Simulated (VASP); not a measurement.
Input of a VASP 6.6.1 run:

Contents of INCAR:

```
SYSTEM = MgO
ALGO = Normal
EDIFF = 1E-7
ENCUT = 520
GGA = PE
ISIF = 2
ISMEAR = 0
LASPH = .TRUE.
LCHARG = .TRUE.
LELF = .TRUE.
LREAL = Auto
LVHAR = .TRUE.
LWAVE = .FALSE.
NBANDS = 86
NELM = 80
PREC = Accurate
SIGMA = 0.02
```

KPOINTS

```
Automatic mesh
0
Gamma
  2 2 2
  0.5 0.5 0.5
```

The input POSCAR:

```
MgO
1.0
   -4.2535896552     -4.2535896552      4.2535896552
    4.2535896552      4.2535896552      4.2535896552
   -4.2535896552      4.2535896552     -4.2535896552
Mg O
16 16
Direct
    0.7500000000      0.5000000000      0.7500000000
    0.0000000000      0.5000000000      0.5000000000
    0.7500000000      0.7500000000      0.5000000000
    0.2500000000      0.5000000000      0.2500000000
    0.0000000000      0.7500000000      0.2500000000
    0.7500000000      0.0000000000      0.2500000000
    0.5000000000      0.5000000000      0.0000000000
    0.2500000000      0.7500000000      0.0000000000
    0.0000000000      0.0000000000      0.0000000000
    0.7500000000      0.2500000000      0.0000000000
    0.5000000000      0.7500000000      0.7500000000
    0.2500000000      0.0000000000      0.7500000000
    0.0000000000      0.2500000000      0.7500000000
    0.5000000000      0.0000000000      0.5000000000
    0.2500000000      0.2500000000      0.5000000000
    0.5000000000      0.2500000000      0.2500000000
    0.0000000000      0.5000000000      0.0000000000
    0.2500000000      0.5000000000      0.7500000000
    0.0000000000      0.7500000000      0.7500000000
    0.5000000000      0.5000000000      0.5000000000
    0.2500000000      0.7500000000      0.5000000000
    0.0000000000      0.0000000000      0.5000000000
    0.7500000000      0.5000000000      0.2500000000
    0.5000000000      0.7500000000      0.2500000000
    0.2500000000      0.0000000000      0.2500000000
    0.0000000000      0.2500000000      0.2500000000
    0.7500000000      0.7500000000      0.0000000000
    0.5000000000      0.0000000000      0.0000000000
    0.2500000000      0.2500000000      0.0000000000
    0.7500000000      0.0000000000      0.7500000000
    0.5000000000      0.2500000000      0.7500000000
    0.7500000000      0.2500000000      0.5000000000
```

Potentials or basis: VASP PAW PBE potentials, release 64 (Mg, O).

Command:

```sh
$ cat potpaw_PBE.64/Mg/POTCAR potpaw_PBE.64/O/POTCAR > POTCAR
$ mpirun -np 1 vasp_std > vasp.out
```

Q: What does it give for the pressure?

A: -0.8 GPa.

Q: What does it give for the band gap on the k mesh?

A: 5.88 eV.

A k mesh can miss the band edges. Expect the measured gap to be larger: semilocal functionals such as PBE lack the derivative discontinuity.
